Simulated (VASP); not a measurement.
Write the native input for VASP 6.6.1 that does the following.

```
Task                   : relaxation of cell and atoms
Functional             : PBE
Potentials or basis    : VASP PAW PBE potentials, release 64 (Li_sv, Cu, P)
Cutoff                 : 600 eV
k mesh                 : 8 × 8 × 8
Occupations            : gaussian, width 0.1 eV
Spin                   : no spin polarisation
Dipole correction      : no
Further INCAR settings : ALGO = Normal; EDIFF = 1e-06; IBRION = 2; EDIFFG = -0.01; NSW = 100; ISIF = 3
```

The structure of Li3Cu2P3 lies in POSCAR:

```
Li3Cu2P3
1.0
    4.9391135790      0.0000000000      0.0000000000
    0.0000000000      4.9391135790      0.0000000000
    0.0000000000      0.0000000000      4.9391135790
Li Cu P
3 2 3
Direct
    0.5000000000      0.0000000000      0.0000000000
    0.0000000000      0.5000000000      0.0000000000
    0.0000000000      0.0000000000      0.5000000000
    0.0000000000      0.0000000000      0.0000000000
    0.5000000000      0.5000000000      0.5000000000
    0.0000000000      0.5000000000      0.5000000000
    0.5000000000      0.0000000000      0.5000000000
    0.5000000000      0.5000000000      0.0000000000
```

These files were run (other wordings do the same):

INCAR

```
SYSTEM = Li3Cu2P3
  ALGO = Normal
  EDIFF = 1E-6
  EDIFFG = -0.01
  ENCUT = 600
  GGA = PE
  IBRION = 2
  ISIF = 3
  ISMEAR = 0
  LASPH = .True.
  LCHARG = .False.
  LREAL = .False.
  LWAVE = .False.
  NELM = 100
  NSW = 100
  PREC = Accurate
  SIGMA = 0.1
```

KPOINTS

```
k-points
0
Gamma
  8 8 8
  0 0 0
```

Potentials or basis: VASP PAW PBE potentials, release 64 (Li_sv, Cu, P).

The run is started by

```bash
$ cat potpaw_PBE.64/Li_sv/POTCAR potpaw_PBE.64/Cu/POTCAR potpaw_PBE.64/P/POTCAR > POTCAR
$ mpirun -np 1 vasp_std > vasp.out
```

It gave:

```yaml
Relaxed_volume: 15.12 Å³/atom
Relaxed_cell: a = 4.945 Å, b = 4.945 Å, c = 4.945 Å, α = 90.00°, β = 90.00°, γ = 90.00°
Space_group_after_relaxing_to_0.05_Å: Pm-3m (No. 221)
Energy_gained_by_relaxing: 0.0 meV/atom
Ionic_steps: 2
Pressure_after_relaxing: 0.1 GPa
Band_gap_on_the_k_mesh: zero (band 23 reaches 5.68 eV, above the bottom of band 24 at 4.13 eV)
```

Caveat: the cutoff is under 1.25 times the usual one of these potentials, so pressure, stress and relaxed cells hold a basis-set (Pulay) error.

It took 3.6 min on 1 thread of Intel(R) Xeon(R) Platinum 8488C (Sapphire Rapids) (shared host), peak memory 0.32 GiB.
